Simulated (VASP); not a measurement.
TiSi16 (a cell with a defect), 17 atoms in the cell. The cell holds a defect, 17 atoms: a = 7.679 Å, b = 7.679 Å, c = 7.679 Å, α = 60.00°, β = 60.00°, γ = 60.00°. 

| Item | Value |
| --- | --- |
| Program | VASP 6.6.1 |
| Task | single point |
| Functional | PBE |
| Potentials or basis | VASP PAW PBE potentials, release 64 (Si, Ti_sv) |
| Cutoff | 520 eV |
| k mesh | 2 × 2 × 2 |
| Occupations | fermi-dirac, width 0.05 eV |
| Spin | no spin polarisation |
| Dipole correction | no |
| Further INCAR settings | LREAL = Auto; ALGO = Normal; EDIFF = 1e-06; NBANDS = 52 |

Potentials or basis: VASP PAW PBE potentials, release 64 (Si, Ti_sv).

Run with:

```bash
$ cat potpaw_PBE.64/Si/POTCAR potpaw_PBE.64/Ti_sv/POTCAR > POTCAR
$ mpirun -np 1 vasp_std > vasp.out
```

Hardware: 1 thread of Intel(R) Xeon(R) 6975P-C (Granite Rapids), on a shared host.

Task: How long does it take, and how much memory?

Result: Run time: 2.6 min on 1 thread of Intel(R) Xeon(R) 6975P-C (Granite Rapids), with other jobs on the host, peak memory 0.5 GiB. Counts: scf iterations 16, k points 8.
